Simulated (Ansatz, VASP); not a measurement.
# AlRu in VASP and in Ansatz

POSCAR

```
AlRu
1.0
    2.9933367248     -0.0715131641     -0.0715131641
   -0.0715131641      2.9933367248     -0.0715131641
   -0.0715131641     -0.0715131641      2.9933367248
Al Ru
1 1
Direct
    0.0000000000      0.0000000000      0.0000000000
    0.5000000000      0.5000000000      0.5000000000
```

INCAR.step1

```
SYSTEM = AlRu
PREC = Accurate
ENCUT = 520
ISMEAR = 0
SIGMA = 0.15
LREAL = .False.
LASPH = .True.
NELM = 60
NBANDS = 16
GGA = PE
ALGO = Normal
EDIFF = 1E-4
LWAVE = .True.
LCHARG = .False.
```

INCAR.step2

```
SYSTEM = AlRu
PREC = Accurate
ENCUT = 520
EDIFF = 1E-7
ISMEAR = 0
SIGMA = 0.15
LREAL = .False.
LASPH = .True.
NELM = 60
ALGO = Normal
ISIF = 2
LWAVE = .False.
LCHARG = .False.
METAGGA = R2SCAN
LMIXTAU = .True.
NBANDS = 16
ISTART = 1
```

Contents of KPOINTS:

```
Automatic mesh
0
Gamma
  22 22 22
  0 0 0
```

Input for Ansatz:

```yaml
crystal:
  lattice:
    - [2.9933367248, -0.0715131641, -0.0715131641]
    - [-0.0715131641, 2.9933367248, -0.0715131641]
    - [-0.0715131641, -0.0715131641, 2.9933367248]
  atoms:
    - { symbol: Al, position: [0.0, 0.0, 0.0] }
    - { symbol: Ru, position: [0.5, 0.5, 0.5] }
basis:
  ecutwfc: 500
kpoints:
  mp_grid: { grid: [22, 22, 22] }
hamiltonian:
  xc: r2scan
scf:
  occupations: { method: gaussian, width: 0.15 }
output:
  forces: true
  stress: true
  eigenvalues: true
  write_density: true
  write_potential: true
  elf: true
  volumetric_format: npy
```

Alike in both runs: task single point; functional r2SCAN; k mesh 22 × 22 × 22; occupations gaussian, width 0.15 eV; no spin polarisation.

```csv
,VASP,Ansatz
version,VASP 6.6.1,Ansatz 0.2.0
potentials or method,"VASP PAW PBE potentials, release 64 (Al, Ru_pv), cutoff 520 eV","scalar-relativistic, plane waves, PAW"
valence electrons in the cell,17,19
```

|  | VASP | Ansatz | Ansatz less VASP |
| --- | --- | --- | --- |
| gap on the k mesh at the Fermi level (eV) | none | none | - |
| pressure (GPa) | -0.7 | -0.8 | -0.13 |
| traceless stress, the component that is largest in VASP (GPa) | 7.51 | 7.51 | -0.005 |

VASP's potentials were made for PBE, not for r2SCAN. A gap of «none» marks a metal or a gap that the smearing closes. The functional is the same, so the differences come from potentials, cutoffs and numerics. VASP's potentials hold 17 valence electrons a cell and Ansatz's 19, so a difference there can come from the potentials and not from the codes.
